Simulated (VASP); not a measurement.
A run of VASP 6.6.1:

INCAR

```
SYSTEM = InAs
ALGO = Normal
EDIFF = 1E-6
ENCUT = 500
GGA = PE
GGA_COMPAT = .FALSE.
ISIF = 2
ISMEAR = -1
LASPH = .TRUE.
LCHARG = .FALSE.
LREAL = .FALSE.
LWAVE = .FALSE.
NBANDS = 16
NELM = 120
PREC = Accurate
SIGMA = 0.08
```

KPOINTS

```
k-points
0
G
  10 10 10
  0 0 0
```

The input POSCAR:

```
InAs
1.0
    0.0000000000      3.0637940372      3.0637940372
    3.0637940372      0.0000000000      3.0637940372
    3.0637940372      3.0637940372      0.0000000000
In As
1 1
Direct
    0.0000000000      0.0000000000      0.0000000000
    0.7500000000      0.7500000000      0.7500000000
```

Potentials or basis: VASP PAW PBE potentials, release 64 (In_d, As).

Run with:

```console
$ cat potpaw_PBE.64/In_d/POTCAR potpaw_PBE.64/As/POTCAR > POTCAR
$ mpirun -np 1 vasp_std > vasp.out
```

Hardware: 1 thread of AMD EPYC 7R43 64-Core Processor (Zen 3), on a shared host.

Task: Estimate the wall time of this run.

Result: It took 55 s on 1 thread of AMD EPYC 7R43 64-Core Processor (Zen 3) (shared host), peak memory 0.16 GiB. Counts: scf iterations 12, k points 47.
